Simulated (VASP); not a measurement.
# SiMo3 (Pm-3n) in VASP: single point with PBE+D4

Aim: the single point of SiMo3 with PBE+D4.

Program: VASP 6.6.1. These are calculated values, not measurements. Logs are shortened: lines on timing, memory, paths and dates and some standing lists are left out, and cuts for length are marked.

### Step 1. The cell of the first run

Symmetry: Pm-3n, No. 223, cubic system. The conventional cell has a = 4.889 Å, b = 4.889 Å, c = 4.889 Å, α = 90.00°, β = 90.00°, γ = 90.00°. Si (site symmetry m-3) has 12 Mo at 2.73 Å within 3.6 Å. Within 3.2 Å of Mo (site symmetry -4m2) lie 10 Mo at 2.44 to 2.99 Å and 4 Si at 2.73 Å.

### Step 2. Single point, PBE+D4

INCAR reads:

```
SYSTEM = SiMo3
PREC = Accurate ; ENCUT = 520
EDIFF = 1E-7 ; ISMEAR = 1
SIGMA = 0.05 ; LREAL = .False.
LASPH = .True. ; NELM = 60
ALGO = Normal ; ISIF = 2
LWAVE = .False. ; LCHARG = .False.
GGA = PE ; IVDW = 13
NBANDS = 56
```

KPOINTS reads:

```
Automatic mesh
0
Gamma
  5 5 5
  0 0 0
```

POSCAR reads:

```
SiMo3
1.0
    4.8890000000      0.0000000000      0.0000000000
    0.0000000000      4.8890000000      0.0000000000
    0.0000000000      0.0000000000      4.8890000000
Si Mo
2 6
Direct
    0.0000000000      0.0000000000      0.0000000000
    0.5000000000      0.5000000000      0.5000000000
    0.2500000000      0.0000000000      0.5000000000
    0.5000000000      0.7500000000      0.0000000000
    0.7500000000      0.0000000000      0.5000000000
    0.5000000000      0.2500000000      0.0000000000
    0.0000000000      0.5000000000      0.7500000000
    0.0000000000      0.5000000000      0.2500000000
```

Potentials or basis: VASP PAW PBE potentials, release 64 (Si, Mo_sv).

On the command line:

```bash
$ cat potpaw_PBE.64/Si/POTCAR potpaw_PBE.64/Mo_sv/POTCAR > POTCAR
$ mpirun -np 1 vasp_std > vasp.out
```

OUTCAR:

```text
SYSTEM = SiMo3
   PREC = Accurate
   ENCUT = 520
   EDIFF = 1E-7
   ISMEAR = 1
   LREAL = .False.
   LASPH = .True.
   NELM = 60
   ISIF = 2
   GGA = PE
   IVDW = 13

 ion  position               nearest neighbor table
   1  0.000  0.000  0.000-   3 2.73   4 2.73   5 2.73   6 2.73   7 2.73   8 2.73   3 2.73   5 2.73
                             7 2.73   8 2.73   4 2.73   6 2.73
   2  0.500  0.500  0.500-   3 2.73   4 2.73   5 2.73   6 2.73   7 2.73   8 2.73   4 2.73   6 2.73
                             3 2.73   5 2.73   7 2.73   8 2.73
   3  0.250  0.000  0.500-   5 2.44   5 2.44   1 2.73   1 2.73   2 2.73   2 2.73   8 2.99   4 2.99
                             4 2.99   6 2.99   6 2.99   7 2.99   8 2.99   7 2.99
   4  0.500  0.750  0.000-   6 2.44   6 2.44   1 2.73   2 2.73   2 2.73   1 2.73   8 2.99   5 2.99
                             3 2.99   5 2.99   3 2.99   7 2.99   7 2.99   8 2.99
   5  0.750  0.000  0.500-   3 2.44   3 2.44   1 2.73   1 2.73   2 2.73   2 2.73   8 2.99   4 2.99
                             4 2.99   6 2.99   6 2.99   7 2.99   8 2.99   7 2.99
   6  0.500  0.250  0.000-   4 2.44   4 2.44   1 2.73   2 2.73   2 2.73   1 2.73   8 2.99   3 2.99
                             3 2.99   5 2.99   5 2.99   7 2.99   7 2.99   8 2.99
   7  0.000  0.500  0.750-   8 2.44   8 2.44   1 2.73   2 2.73   1 2.73   2 2.73   3 2.99   4 2.99
                             5 2.99   3 2.99   5 2.99   6 2.99   4 2.99   6 2.99
   8  0.000  0.500  0.250-   7 2.44   7 2.44   1 2.73   2 2.73   1 2.73   2 2.73   3 2.99   4 2.99
                             5 2.99   3 2.99   5 2.99   6 2.99   4 2.99   6 2.99

  LATTYP: Found a simple cubic cell.
 ALAT       =     4.8890000000

  Lattice vectors:

 A1 = (   4.8890000000,   0.0000000000,   0.0000000000)
 A2 = (   0.0000000000,   4.8890000000,   0.0000000000)
 A3 = (   0.0000000000,   0.0000000000,   4.8890000000)

Analysis of symmetry for initial positions (statically):
=====================================================================
 Subroutine PRICEL returns:
 Original cell was already a primitive cell.

 Routine SETGRP: Setting up the symmetry group for a
 simple cubic supercell.

 Subroutine GETGRP returns: Found 48 space group operations
 (whereof 24 operations were pure point group operations)
 out of a pool of 48 trial point group operations.

The static configuration has the point symmetry T_h .
 The point group associated with its full space group is O_h .

Analysis of symmetry for dynamics (positions and initial velocities):
=====================================================================
 Subroutine PRICEL returns:
 Original cell was already a primitive cell.

 Routine SETGRP: Setting up the symmetry group for a
 simple cubic supercell.

 Subroutine GETGRP returns: Found 48 space group operations
 (whereof 24 operations were pure point group operations)
 out of a pool of 48 trial point group operations.

[... 111 lines left out ...]
   EMIN   =  10.00;   EMAX   =-10.00  energy-range for DOS
   EFERMI =   0.00;   METHOD = LEGACY
   ISMEAR =     1;   SIGMA  =   0.05  broadening in eV -4-tet -1-fermi 0-gaus
   EFERMI_NEDOS =   21; number of points for ismear=-14 and -15
   IALGO  =     38    algorithm
   IMIX   =      4    mixing-type and parameters
     AMIX     =   0.40;   BMIX     =  1.00
     AMIX_MAG =   1.60;   BMIX_MAG =  1.00
  volume/ion in A,a.u.               =      14.61        98.57
  Fermi-wavevector in a.u.,A,eV,Ry     =   1.511648  2.856601 31.090405  2.285080
  Thomas-Fermi vector in A             =   2.621677
   LORBIT       =      0    0 simple, 1 ext, 2 COOP (PROOUT), +10 PAW based schemes
   GGA     = PE    functional components
   LHFCALC =     F    Hartree Fock is set to
   AEXX    =    0.0000 exact exchange contribution
   IVDW    =    13    specifies the selected vdW correction
   LEPSILON=     F    determine dielectric tensor
   LRPA    =     F    only Hartree local field effects (RPA)
 non-spin polarized calculation
 Methfessel and Paxton  Order N= 1 SIGMA  =   0.05
  energy-cutoff  :      520.00
  volume of cell :      116.86
 maximum number of plane-waves:      3153
   NGX = 19   NGY = 19   NGZ = 19

 number of electron      91.9999979 magnetization

 Free energy of the ion-electron system (eV)
  ---------------------------------------------------
  ext. energy  EPLUGINS =         0.00000000
  ---------------------------------------------------
  free energy    TOTEN  =       -79.05928759 eV

  energy without entropy =      -79.05838162  energy(sigma->0) =      -79.05898560

 E-fermi :  12.8561     XC(G=0): -13.1130

 val. band max:       12.6813379111   @ k =   0.2000   0.2000   0.2000
 cond. band min:      12.8779432593   @ k =   0.4000   0.4000   0.2000
 fundamental gap:      0.1966053481
 Fermi energy:        12.8560560914

 k-point     1 :       0.0000    0.0000    0.0000
  band No.  band energies     occupation
      1     -48.5152      2.00000
      2     -48.3997      2.00000
      3     -48.3997      2.00000
      4     -48.0687      2.00000
      5     -48.0687      2.00000
      6     -48.0687      2.00000
[... 579 lines left out ...]
     55      14.6100      0.00000
     56      14.7443      0.00000

------------------------ aborting loop because EDIFF is reached ----------------------------------------

  DFT-D4 for vdW energy calculation

  Edisp (eV):   -4.78851

  FORCE on cell =-STRESS in cart. coord.  units (eV):
  Direction    XX          YY          ZZ          XY          YZ          ZX
  --------------------------------------------------------------------------------------
  -------------------------------------------------------------------------------------
  Total      -2.70533    -2.70533    -2.70533    -0.00000    -0.00000     0.00000
  in kB     -37.09122   -37.09122   -37.09122    -0.00000    -0.00000     0.00000
  external pressure =      -37.09 kB  Pullay stress =        0.00 kB

 VOLUME and BASIS-vectors are now :
 -----------------------------------------------------------------------------
  energy-cutoff  :      520.00
  volume of cell :      116.86
      direct lattice vectors                 reciprocal lattice vectors
     4.889000000  0.000000000  0.000000000     0.204540806  0.000000000  0.000000000
     0.000000000  4.889000000  0.000000000     0.000000000  0.204540806  0.000000000
     0.000000000  0.000000000  4.889000000     0.000000000  0.000000000  0.204540806

 POSITION                                       TOTAL-FORCE (eV/Angst)
 -----------------------------------------------------------------------------------
      0.00000      0.00000      0.00000         0.000000     -0.000000      0.000000
      2.44450      2.44450      2.44450         0.000000     -0.000000      0.000000
      1.22225      0.00000      2.44450         0.000000      0.000000     -0.000000
      2.44450      3.66675      0.00000        -0.000000      0.000000     -0.000000
      3.66675      0.00000      2.44450        -0.000000     -0.000000     -0.000000
      2.44450      1.22225      0.00000         0.000000     -0.000000      0.000000
      0.00000      2.44450      3.66675        -0.000000      0.000000     -0.000000
      0.00000      2.44450      1.22225         0.000000      0.000000      0.000000
 -----------------------------------------------------------------------------------
    total drift:                                0.000000      0.000000     -0.000000

  FREE ENERGIE OF THE ION-ELECTRON SYSTEM (eV)
  ---------------------------------------------------
  free  energy   TOTEN  =       -83.8477988279 eV

  energy  without entropy=      -83.8468928543  energy(sigma->0) =      -83.84749684
```

OSZICAR:

```text
N       E                     dE             d eps       ncg     rms          rms(c)
DAV:   1     0.111940884369E+04    0.11194E+04   -0.56023E+04  1120   0.169E+03
DAV:   2    -0.340846096634E+02   -0.11535E+04   -0.11256E+04  1224   0.528E+02
DAV:   3    -0.822085667110E+02   -0.48124E+02   -0.46280E+02  1464   0.975E+01
DAV:   4    -0.830886249630E+02   -0.88006E+00   -0.87289E+00  1368   0.113E+01
DAV:   5    -0.831051867863E+02   -0.16562E-01   -0.16538E-01  1344   0.154E+00    0.429E+01
DAV:   6    -0.793800390102E+02    0.37251E+01   -0.13806E+01  1256   0.169E+01    0.120E+01
DAV:   7    -0.791068429583E+02    0.27320E+00   -0.91786E-01  1408   0.418E+00    0.334E+00
DAV:   8    -0.790600820269E+02    0.46761E-01   -0.12854E-01  1288   0.124E+00    0.568E-01
DAV:   9    -0.790592203473E+02    0.86168E-03   -0.70438E-03  1344   0.295E-01    0.309E-01
DAV:  10    -0.790592750653E+02   -0.54718E-04   -0.74491E-04  1384   0.170E-01    0.130E-01
DAV:  11    -0.790592931043E+02   -0.18039E-04   -0.39780E-05  1344   0.331E-02    0.235E-02
DAV:  12    -0.790592880085E+02    0.50958E-05   -0.13942E-05  1280   0.212E-02    0.486E-03
DAV:  13    -0.790592877153E+02    0.29321E-06   -0.35160E-07  1168   0.258E-03    0.198E-03
DAV:  14    -0.790592875955E+02    0.11976E-06   -0.37875E-08   792   0.116E-03    0.832E-04
DAV:  15    -0.790592875923E+02    0.32815E-08   -0.72110E-09   792   0.401E-04
   1 F= -.83847799E+02 E0= -.83847497E+02  d E =-.905974E-03
```

stdout:

```text
POSCAR found type information on POSCAR SiMo
 POSCAR found :  2 types and       8 ions
 scaLAPACK will be used
 LDA part: xc-table for (Slater+PW92), standard interpolation
 POSCAR, INCAR and KPOINTS ok, starting setup
 FFT: planning ... GRIDC
 FFT: planning ... GRID_SOFT
 FFT: planning ... GRID
 WAVECAR not read
 entering main loop
```

Wall time 28 s (1 thread of Intel Xeon 6975P-C (Granite Rapids), shared host); peak memory 0.21 GiB.

What came out:

| Property | Result |
| --- | --- |
| Free energy | -83.8478 eV |
| Pressure | -3.7 GPa |
| Band gap on the k mesh | zero (bands 46 and 47 overlap by 1.75 eV) |
| Dispersion energy per atom | -0.599 eV |

Caveat: the cell stands under tension.
